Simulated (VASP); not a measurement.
Input of a VASP 6.6.1 run:

The input INCAR:

```
SYSTEM = TaN
  PREC = Accurate
  ENCUT = 520
  EDIFF = 1E-6
  ISMEAR = 0
  SIGMA = 0.15
  LREAL = .False.
  LASPH = .True.
  NELM = 80
  ALGO = Normal
  ISIF = 2
  LWAVE = .False.
  LCHARG = .False.
  GGA = PS
  NBANDS = 15
```

The input KPOINTS:

```
Automatic mesh
0
Gamma
  24 24 20
  0 0 0
```

File POSCAR:

```
TaN
1.0
    2.9239890447      0.0000000000      0.0000000000
   -1.4619945224      2.5322487931      0.0000000000
    0.0000000000      0.0000000000      2.8707276427
Ta N
1 1
Direct
    0.3333333333      0.6666666667      0.5000000000
    0.0000000000      0.0000000000     -0.0435429673
```

Potentials or basis: VASP PAW PBE potentials, release 64 (Ta_pv, N).

Command:

```sh
$ cat potpaw_PBE.64/Ta_pv/POTCAR potpaw_PBE.64/N/POTCAR > POTCAR
$ mpirun -np 1 vasp_std > vasp.out
```

Question: Estimate the pressure.

Answer: 4.3 GPa.

Question: Predict the band gap on the k mesh.

Answer: Zero (bands 8 and 9 overlap by 0.50 eV).

Forces in eV/Å, atoms in the order of the input:
```
Ta   0.000  0.000 -1.920
N    0.000  0.000  1.920
```

Caveat: the cell differs from its parent crystal (all N atoms moved +0.125 Å, as atom 2 towards its neighbour atom 2 (N) at 2.871 Å); the cell stands under pressure; the PAW data sets were made with another functional, which shifts forces and pressure a little; spin-orbit coupling is left out, which moves the levels of the heavy elements.
